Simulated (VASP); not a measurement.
# FeO (Fm-3m) in VASP: further runs, part 2 of 2

VASP 6.6.1. The steps go on from the part before.

## Step 3: Single point, revPBE, collinear spin, ferromagnetic start

Contents of INCAR:

```
PREC     = Accurate       # precision mode
ENCUT    = 520            # plane-wave cutoff, eV
EDIFF    = 1E-7           # SCF threshold, eV
ISMEAR   = -1             # smearing method
SIGMA    = 0.05           # smearing width, eV
LREAL    = F              # projectors in reciprocal space
LASPH    = T              # aspherical terms in the spheres
NELM     = 150            # most SCF steps
ALGO     = Normal         # electronic algorithm
ISIF     = 2              # what is computed and relaxed
LWAVE    = F              # write WAVECAR
LCHARG   = F              # write CHGCAR
ISPIN    = 2              # spin polarisation
MAGMOM   = 3 0            # initial moments
LORBIT   = 11             # projections on sites
LMAXMIX  = 4              # l up to which the mixer works
GGA      = RE             # functional
NBANDS   = 18             # bands
```

Contents of KPOINTS:

```
regular mesh
0
Gamma
  11 11 11
```

Contents of POSCAR:

```
FeO
1.0
    0.0000000000      2.1409337923      2.1409337923
    2.1409337923      0.0000000000      2.1409337923
    2.1409337923      2.1409337923      0.0000000000
Fe O
1 1
Direct
    0.0000000000      0.0000000000      0.0000000000
    0.5000000000      0.5000000000      0.5000000000
```

Potentials or basis: VASP PAW PBE potentials, release 64 (Fe, O).

On the command line:

```sh
$ cat potpaw_PBE.64/Fe/POTCAR potpaw_PBE.64/O/POTCAR > POTCAR
$ mpirun -np 1 vasp_std > vasp.out
```

OUTCAR:

```text
PREC = Accurate
   ENCUT = 520
   EDIFF = 1E-7
   ISMEAR = -1
   LREAL = F
   LASPH = T
   NELM = 150
   ISIF = 2
   ISPIN = 2
   LORBIT = 11
   GGA = RE

 ion  position               nearest neighbor table
   1  0.000  0.000  0.000-   2 2.14   2 2.14   2 2.14   2 2.14   2 2.14   2 2.14
   2  0.500  0.500  0.500-   1 2.14   1 2.14   1 2.14   1 2.14   1 2.14   1 2.14

  LATTYP: Found a face centered cubic cell.
 ALAT       =     4.2818675846

  Lattice vectors:

 A1 = (   0.0000000000,   2.1409337923,   2.1409337923)
 A2 = (   2.1409337923,   0.0000000000,   2.1409337923)
 A3 = (   2.1409337923,   2.1409337923,   0.0000000000)

Analysis of symmetry for initial positions (statically):
=====================================================================
 Subroutine PRICEL returns:
 Original cell was already a primitive cell.

 Routine SETGRP: Setting up the symmetry group for a
 face centered cubic supercell.

 Subroutine GETGRP returns: Found 48 space group operations
 (whereof 48 operations were pure point group operations)
 out of a pool of 48 trial point group operations.

The static configuration has the point symmetry O_h .

Analysis of symmetry for dynamics (positions and initial velocities):
=====================================================================
 Subroutine PRICEL returns:
 Original cell was already a primitive cell.

 Routine SETGRP: Setting up the symmetry group for a
 face centered cubic supercell.

 Subroutine GETGRP returns: Found 48 space group operations
 (whereof 48 operations were pure point group operations)
 out of a pool of 48 trial point group operations.

The dynamic configuration has the point symmetry O_h .

Analysis of structural, dynamic, and magnetic symmetry:
=====================================================================
 Subroutine PRICEL returns:
 Original cell was already a primitive cell.
[... 139 lines left out ...]
 spin polarized calculation
  energy-cutoff  :      520.00
  volume of cell :       19.63
 maximum number of plane-waves:       538
   NGX = 11   NGY = 11   NGZ = 11

 number of electron      13.9999997 magnetization       4.0000168

 Free energy of the ion-electron system (eV)
  ---------------------------------------------------
  ext. energy  EPLUGINS =         0.00000000
  ---------------------------------------------------
  free energy    TOTEN  =       -14.23018463 eV

  energy without entropy =      -14.21868701  energy(sigma->0) =      -14.22443582

 E-fermi :   6.5615     XC(G=0): -12.1624

 val. band max:        6.5568936907   @ k =  -0.2727   0.3636   0.0909
 cond. band min:       6.5628022747   @ k =  -0.3636   0.2727   0.0909
 fundamental gap:      0.0059085840
 Fermi energy:         6.5615332580

 spin component 1

 k-point     1 :       0.0000    0.0000    0.0000
  band No.  band energies     occupation
      1     -14.4125      1.00000
      2       2.6135      1.00000
      3       2.6135      1.00000
      4       2.6135      1.00000
      5       2.6671      1.00000
      6       2.6671      1.00000
[... 493 lines left out ...]
     17      33.4337      0.00000
     18      35.1738      0.00000

 [... further k-points ...]

 spin component 2

 k-point     1 :       0.0000    0.0000    0.0000
  band No.  band energies     occupation
      1     -13.8765      1.00000
      2       3.2368      1.00000
      3       3.2368      1.00000
      4       3.2368      1.00000
      5       5.8051      1.00000
      6       5.8054      1.00000
[... 493 lines left out ...]
     17      34.2224      0.00000
     18      35.9295      0.00000

 [... further k-points ...]
[... 5 lines left out ...]
  --------------------------------------------------------------------------------------
  -------------------------------------------------------------------------------------
  Total        0.9812196      0.9812196      0.9812196      0.0000000      0.0000000      0.0000000
  in kB       80.1008465     80.1008465     80.1008465      0.0000000      0.0000000      0.0000000
  external PRESSURE =      80.1008465 kB  Pullay stress =       0.0000000 kB

 VOLUME and BASIS-vectors are now :
 -----------------------------------------------------------------------------
  energy-cutoff  :      520.00
  volume of cell :       19.63
      direct lattice vectors                 reciprocal lattice vectors
     0.000000000  2.140933792  2.140933792    -0.233542953  0.233542953  0.233542953
     2.140933792  0.000000000  2.140933792     0.233542953 -0.233542953  0.233542953
     2.140933792  2.140933792  0.000000000     0.233542953  0.233542953 -0.233542953

 POSITION                                       TOTAL-FORCE (eV/Angst)
 -----------------------------------------------------------------------------------
      0.00000      0.00000      0.00000        -0.000000     -0.000000     -0.000000
      2.14093      2.14093      2.14093         0.000000      0.000000      0.000000
 -----------------------------------------------------------------------------------
    total drift:                                0.000000     -0.000000      0.000000

  FREE ENERGIE OF THE ION-ELECTRON SYSTEM (eV)
  ---------------------------------------------------
  free  energy   TOTEN  =       -14.2301846267 eV

  energy  without entropy=      -14.2186870096  energy(sigma->0) =      -14.22443582

 total charge

# of ion       s       p       d       tot
------------------------------------------
    1        0.291   0.370   6.095   6.756
    2        1.560   3.456   0.000   5.016
--------------------------------------------------
tot          1.851   3.826   6.095  11.772

 magnetization (x)

# of ion       s       p       d       tot
------------------------------------------
    1        0.026   0.021   3.575   3.622
    2        0.030   0.273   0.000   0.304
--------------------------------------------------
tot          0.057   0.294   3.575   3.925
```

OSZICAR:

```text
N       E                     dE             d eps       ncg     rms          rms(c)
DAV:   1     0.680560227475E+02    0.68056E+02   -0.67746E+03  4448   0.909E+02
DAV:   2    -0.122206154250E+02   -0.80277E+02   -0.68658E+02  4104   0.205E+02
DAV:   3    -0.165537290873E+02   -0.43331E+01   -0.41619E+01  4776   0.501E+01
DAV:   4    -0.165858648096E+02   -0.32136E-01   -0.32119E-01  4860   0.407E+00
DAV:   5    -0.165860848631E+02   -0.22005E-03   -0.22004E-03  4762   0.353E-01    0.178E+01
DAV:   6    -0.147630068763E+02    0.18231E+01   -0.14063E+01  5366   0.547E+01    0.200E+01
DAV:   7    -0.142546710947E+02    0.50834E+00   -0.24005E+00  5198   0.305E+01    0.977E+00
DAV:   8    -0.142459502603E+02    0.87208E-02   -0.13413E-01  4834   0.339E+00    0.551E+00
DAV:   9    -0.142305586023E+02    0.15392E-01   -0.46435E-02  6282   0.322E+00    0.864E-01
DAV:  10    -0.142298359806E+02    0.72262E-03   -0.11440E-02  5278   0.218E+00    0.157E-01
DAV:  11    -0.142301449902E+02   -0.30901E-03   -0.15790E-03  5062   0.348E-01    0.609E-02
DAV:  12    -0.142301604413E+02   -0.15451E-04   -0.29169E-05  5452   0.594E-02    0.396E-02
DAV:  13    -0.142301831960E+02   -0.22755E-04   -0.26145E-05  5322   0.537E-02    0.136E-02
DAV:  14    -0.142301849128E+02   -0.17168E-05   -0.23377E-06  4602   0.149E-02    0.520E-03
DAV:  15    -0.142301847560E+02    0.15677E-06   -0.26757E-07  4728   0.473E-03    0.255E-03
DAV:  16    -0.142301846493E+02    0.10673E-06   -0.16416E-07  3706   0.381E-03    0.170E-03
DAV:  17    -0.142301846267E+02    0.22605E-07   -0.39180E-08  2232   0.207E-03
   1 F= -.14230185E+02 E0= -.14224436E+02  d E =-.114976E-01  mag=     4.0000
```

stdout:

```text
POSCAR found type information on POSCAR FeO
 POSCAR found :  2 types and       2 ions
 scaLAPACK will be used
 -----------------------------------------------------------------------------
|                                                                             |
|                                                                             |
|     You enforced a specific xc type in the INCAR file but a different       |
|     I HOPE YOU KNOW WHAT YOU ARE DOING!                                     |
|                                                                             |
 -----------------------------------------------------------------------------

 LDA part: xc-table for (Slater+PW92), standard interpolation
 POSCAR, INCAR and KPOINTS ok, starting setup
 FFT: planning ... GRIDC
 FFT: planning ... GRID_SOFT
 FFT: planning ... GRID
 WAVECAR not read
 entering main loop
```

Run time: 52 s. Hardware: 1 thread of Intel Xeon 8259CL, shared host; peak memory 0.17 GiB.

Results:

| Quantity | Value |
| --- | --- |
| Free energy | -14.2302 eV |
| Pressure | 8.0 GPa |
| Band gap on the k mesh | zero (filled and empty bands overlap) |
| Net moment | 4.00 μB per cell |
| Site moments | Fe +3.62; O +0.30 μB |
| Valence electrons inside the program's atomic spheres | Fe 6.76; O 5.02 |

Caveat: the cell stands under pressure; the PAW data sets were made with another functional, which shifts forces and pressure a little; a cell with one magnetic atom can't hold antiferromagnetic order, which such compounds often take; semilocal functionals often make such compounds metallic where correlation or magnetic order opens a gap, which also shifts bond lengths. With open d or f shells a metallic result of revPBE can be an artefact of self-interaction; +U or a hybrid may open a gap.

## Step 4: Single point, PBE+D3(BJ), collinear spin, ferromagnetic start

Contents of INCAR:

```
PREC = Accurate
ENCUT = 520
EDIFF = 1E-7
ISMEAR = -1
SIGMA = 0.05
LREAL = False
LASPH = True
NELM = 150
ALGO = Normal
ISIF = 2
LWAVE = False
LCHARG = True
ISPIN = 2
MAGMOM = 3 0
LORBIT = 11
LMAXMIX = 4
GGA = PE
IVDW = 12
LELF = True
LVHAR = True
NBANDS = 18
```

KPOINTS is that of step 3.

Contents of POSCAR:

```
FeO
1.0
    0.0000000000      2.1418732419      2.1418732419
    2.1418732419      0.0000000000      2.1418732419
    2.1418732419      2.1418732419      0.0000000000
Fe O
1 1
Direct
    0.0000000000      0.0000000000      0.0000000000
    0.5000000000      0.5000000000      0.5000000000
```

On the command line:

```sh
$ cat potpaw_PBE.64/Fe/POTCAR potpaw_PBE.64/O/POTCAR > POTCAR
$ mpirun -np 1 vasp_std > vasp.out
```

It took 55 s on 1 thread of Intel Xeon 8259CL, shared host; peak memory 0.18 GiB.

It converged, with:

```yaml
Free_energy: -15.3374 eV
Pressure: 0.2 GPa
Band_gap_on_the_k_mesh: zero (filled and empty bands overlap)
Net_moment: 4.00 μB per cell
Site_moments: Fe +3.62; O +0.30 μB
Valence_electrons_inside_the_program's_atomic_spheres: Fe 6.76; O 5.00
Dispersion_energy_per_atom: -0.203 eV
```

Levels at points of the mesh, in eV from the Fermi level:
Spin up:
```csv
k point,band 7,band 8,band 9,band 10,band 11,band 12
"(0.00, 0.00, 0.00)",-3.86,-3.68,-3.68,0.20,15.54,17.19
```
Spin down:
```tsv
k point	band 1	band 2	band 3	band 4	band 5	band 6	band 7	band 8	band 9	band 10
(0.00, 0.00, 0.00)	-20.34	-3.29	-3.29	-3.29	-0.76	-0.76	-0.76	0.19	0.19	1.00
```

Caveat: a cell with one magnetic atom can't hold antiferromagnetic order, which such compounds often take; semilocal functionals often make such compounds metallic where correlation or magnetic order opens a gap, which also shifts bond lengths.

## Step 5: Single point, PBEsol+D4, collinear spin, ferromagnetic start

This run uses another cell than the first one, of 10.01 Å³/atom.

Contents of INCAR:

```
SYSTEM = FeO
  PREC = Accurate
  ENCUT = 520
  EDIFF = 1E-6
  ISMEAR = -1
  SIGMA = 0.05
  LREAL = .False.
  LASPH = .True.
  NELM = 150
  ALGO = Normal
  ISIF = 2
  LWAVE = .False.
  LCHARG = .True.
  ISPIN = 2
  MAGMOM = 3 0
  LORBIT = 11
  LMAXMIX = 4
  GGA = PS
  IVDW = 13
  LELF = .True.
  LVHAR = .True.
  NBANDS = 18
```

Contents of KPOINTS:

```
regular mesh
0
Gamma
  11 11 11
  0 0 0
```

Contents of POSCAR:

```
FeO
1.0
    0.0000000000      2.1554000000      2.1554000000
    2.1554000000      0.0000000000      2.1554000000
    2.1554000000      2.1554000000      0.0000000000
Fe O
1 1
Direct
    0.0000000000      0.0000000000      0.0000000000
    0.5000000000      0.5000000000      0.5000000000
```

On the command line:

```sh
$ cat potpaw_PBE.64/Fe/POTCAR potpaw_PBE.64/O/POTCAR > POTCAR
$ mpirun -np 1 vasp_std > vasp.out
```

Run time: 51 s. Hardware: 1 thread of Intel Xeon 8259CL, shared host; peak memory 0.17 GiB.

Results (log left out):

| Quantity | Value |
| --- | --- |
| Free energy | -16.2302 eV |
| Pressure | -10.8 GPa |
| Band gap on the k mesh | zero (filled and empty bands overlap) |
| Net moment | 4.00 μB per cell |
| Site moments | Fe +3.61; O +0.30 μB |
| Valence electrons inside the program's atomic spheres | Fe 6.74; O 4.97 |
| Dispersion energy per atom | -0.193 eV |

Levels at points of the mesh, in eV from the Fermi level:
Spin up:
| k point | band 7 | band 8 | band 9 | band 10 | band 11 | band 12 |
| --- | --- | --- | --- | --- | --- | --- |
| (0.00, 0.00, 0.00) | -3.84 | -3.66 | -3.66 | -0.01 | 15.23 | 16.86 |
Spin down:
```
           k point  band 3  band 4  band 5  band 6  band 7  band 8
(0.00, 0.00, 0.00)   -3.24   -3.24   -0.74   -0.74   -0.74    0.12
```

Caveat: the cell stands under tension; the PAW data sets were made with another functional, which shifts forces and pressure a little; a cell with one magnetic atom can't hold antiferromagnetic order, which such compounds often take; semilocal functionals often make such compounds metallic where correlation or magnetic order opens a gap, which also shifts bond lengths. With open d or f shells a metallic result of PBEsol can be an artefact of self-interaction; +U or a hybrid may open a gap.

## Step 6: Single point, revPBE, collinear spin, ferromagnetic start

This run uses another cell than the first one, of 10.01 Å³/atom.

Contents of INCAR:

```
ALGO = Normal
EDIFF = 1E-6
ENCUT = 520
GGA = RE
ISIF = 2
ISMEAR = -1
ISPIN = 2
LASPH = T
LCHARG = F
LMAXMIX = 4
LORBIT = 11
LREAL = F
LWAVE = F
MAGMOM = 3 0
NBANDS = 18
NELM = 150
PREC = Accurate
SIGMA = 0.05
```

Contents of KPOINTS:

```
k-points
0
Gamma
  11 11 11
```

POSCAR is that of step 5.

Potentials or basis: VASP PAW PBE potentials, release 64 (Fe, O).

On the command line:

```sh
$ cat potpaw_PBE.64/Fe/POTCAR potpaw_PBE.64/O/POTCAR > POTCAR
$ mpirun -np 1 vasp_std > vasp.out
```

It took 55 s on 1 thread of Intel Xeon 8259CL, shared host; peak memory 0.17 GiB.

It converged, with:

```yaml
Free_energy: -14.2455 eV
Pressure: 3.9 GPa
Band_gap_on_the_k_mesh: zero (filled and empty bands overlap)
Net_moment: 4.00 μB per cell
Site_moments: Fe +3.62; O +0.30 μB
Valence_electrons_inside_the_program's_atomic_spheres: Fe 6.72; O 5.00
```

Levels at points of the mesh, in eV from the Fermi level:
Spin up:
```csv
k point,band 6,band 7,band 8,band 9,band 10,band 11,band 12,band 13
"(0.00, 0.00, 0.00)",-3.82,-3.82,-3.74,-3.74,0.09,15.49,17.04,17.04
```
Spin down:
```tsv
k point	band 1	band 2	band 3	band 4	band 5	band 6	band 7	band 8	band 9	band 10
(0.00, 0.00, 0.00)	-20.28	-3.26	-3.26	-3.26	-0.73	-0.73	-0.73	0.23	0.23	0.89
```

Caveat: the cell stands under pressure; the PAW data sets were made with another functional, which shifts forces and pressure a little; a cell with one magnetic atom can't hold antiferromagnetic order, which such compounds often take; semilocal functionals often make such compounds metallic where correlation or magnetic order opens a gap, which also shifts bond lengths. With open d or f shells a metallic result of revPBE can be an artefact of self-interaction; +U or a hybrid may open a gap.

## Step 7: The runs side by side

```csv
level,cell,gap on the mesh (eV),pressure (GPa),moment (μB)
PBEsol+D4,"a = 3.028 Å, angles 60.0°, 2 atoms",none,28.9,4.00
revPBE,"a = 3.028 Å, angles 60.0°, 2 atoms",none,8.0,4.00
PBE+D3(BJ),"a = 3.029 Å, angles 60.0°, 2 atoms",none,0.2,4.00
PBEsol+D4,"a = 3.048 Å, angles 60.0°, 2 atoms",none,-10.8,4.00
revPBE,"a = 3.048 Å, angles 60.0°, 2 atoms",none,3.9,4.00
```

Alike in all rows: task single point; potentials or basis VASP PAW PBE potentials, release 64 (Fe, O); spin collinear, ferromagnetic start; k mesh 11 × 11 × 11; cutoff (eV) 520; smearing fermi-dirac 0.05 eV.

The pressure there spans 0.2 GPa (PBE+D3(BJ)) to 28.9 GPa (PBEsol+D4); a positive pressure means that this level wants a larger cell, a negative one a smaller.

Caveats: a cell with one magnetic atom can't hold antiferromagnetic order, which such compounds often take; semilocal functionals often make such compounds metallic where correlation or magnetic order opens a gap, which also shifts bond lengths; the PAW data sets were made with another functional, which shifts forces and pressure a little (at least some runs); the cell stands under pressure (at least some runs); the cell stands under tension (at least some runs).

Total energies depend on the potentials used, so only differences within one code and one set of settings carry meaning.

## Step 8: Against experiment

Step 4. Against the measured gap of FeO, 2.4 eV (optical; quoted in “W\"ustite: Electric, thermodynamic and optical properties of FeO”, 2012, arxiv:1203.1201), the calculated 0.00 eV is off by -2.40 eV. So large a miss can be the level of theory's own, or it may mean another phase, state or a wrong row. The value is that of PBE+D3(BJ) on a finite k mesh, which can miss the band edges, without temperature or zero-point motion. Semilocal functionals fall short of measured gaps as a rule. The run's magnetic order (collinear spin, ferromagnetic start) needn't be the measured crystal's.
